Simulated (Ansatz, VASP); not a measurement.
# Two plane-wave programs on SiC

```xyz
16
Lattice="3.0804 0.0000 0.0000 0.0000 4.3563 0.0000 0.0000 0.0000 25.7813" Properties=species:S:1:pos:R:3 pbc="T T T"
Si    1.5402    1.9896    7.7423
Si    0.0000    0.0228    8.9833
Si    1.5402    2.1899   10.5923
Si    0.0000    0.0203   12.1157
Si    1.5402    2.1985   13.6656
Si    0.0000    0.0118   15.1890
Si    1.5402    2.2010   16.7980
Si    0.0000   -0.1885   18.0390
C     0.0000    1.1442    7.5126
C     1.5402    3.3148    9.0236
C     0.0000    1.0994   10.5773
C     1.5402    3.2877   12.1199
C     0.0000    1.1096   13.6614
C     1.5402    3.2776   15.2040
C     0.0000    1.1367   16.7577
C     1.5402    3.3224   18.2686
```

Alike in both runs: functional r2SCAN; k mesh 9 × 6 × 1; occupations gaussian, width 0.05 eV; no spin polarisation.

Ansatz relaxed the structure, and its values are those at the end. VASP's run is a single point on that final structure, the one shown.

|  | VASP | Ansatz |
| --- | --- | --- |
| version | VASP 6.6.1 | Ansatz 0.2.0 |
| potentials or method | VASP PAW PBE potentials, release 64 (Si, C), cutoff 520 eV | scalar-relativistic, plane waves, PAW |
| valence electrons in the cell | 64 | 64 |

Ansatz gave:

- gap on the k mesh at the Fermi level (eV): 0.78
- least direct gap on the mesh (eV): 1.16
- rms of the force components (eV/Å): 0.007

Question: Which values does VASP return?

Answer: gap on the k mesh at the Fermi level (eV): 0.77; least direct gap on the mesh (eV): 1.15; rms of the force components (eV/Å): 0.010.

VASP's potentials were made for PBE, not for r2SCAN. Ansatz's warnings: xc potential rough in thin density.
